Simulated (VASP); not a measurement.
Write the native input for VASP 6.6.1 that does the following.

```
Task                   : single point
Functional             : LDA
Potentials or basis    : VASP PAW LDA potentials, release 64 (Sn_d)
Cutoff                 : 520 eV
k mesh                 : 13 × 13 × 13
Occupations            : fermi-dirac, width 0.1 eV
Spin                   : no spin polarisation
Dipole correction      : no
Further INCAR settings : ALGO = Normal; EDIFF = 1e-07; NBANDS = 13
```

The structure of Sn lies in POSCAR:

```
Sn
1.0
    0.0000000000      2.4379169382      2.4379169382
    2.4379169382      0.0000000000      2.4379169382
    2.4379169382      2.4379169382      0.0000000000
Sn
1
Direct
    0.0000000000      0.0000000000      0.0000000000
```

This cell differs from its parent crystal: volume scaled by 1.12.

These files were run (other wordings do the same):

INCAR

```
PREC     = Accurate       # precision mode
ENCUT    = 520            # plane-wave cutoff, eV
EDIFF    = 1E-7           # SCF threshold, eV
ISMEAR   = -1             # smearing method
SIGMA    = 0.1            # smearing width, eV
LREAL    = F              # projectors in reciprocal space
LASPH    = T              # aspherical terms in the spheres
NELM     = 80             # most SCF steps
ALGO     = Normal         # electronic algorithm
ISIF     = 2              # what is computed and relaxed
LWAVE    = F              # write WAVECAR
LCHARG   = F              # write CHGCAR
GGA      = CA             # functional
NBANDS   = 13             # bands
```

KPOINTS

```
Automatic mesh
0
Gamma
  13 13 13
```

Potentials or basis: VASP PAW LDA potentials, release 64 (Sn_d).

Command:

```sh
$ cat potpaw_LDA.64/Sn_d/POTCAR > POTCAR
$ mpirun -np 1 vasp_std > vasp.out
```

It gave:

```yaml
Pressure: -5.1 GPa
Band_gap_on_the_k_mesh: zero (band 7 reaches 14.18 eV, above the bottom of band 8 at 5.31 eV)
```

Caveat: spin-orbit coupling is left out, which moves the levels of the heavy elements.

Wall time 64 s on 1 thread of AMD EPYC 7R13, with other jobs on the host, peak memory 0.13 GiB.
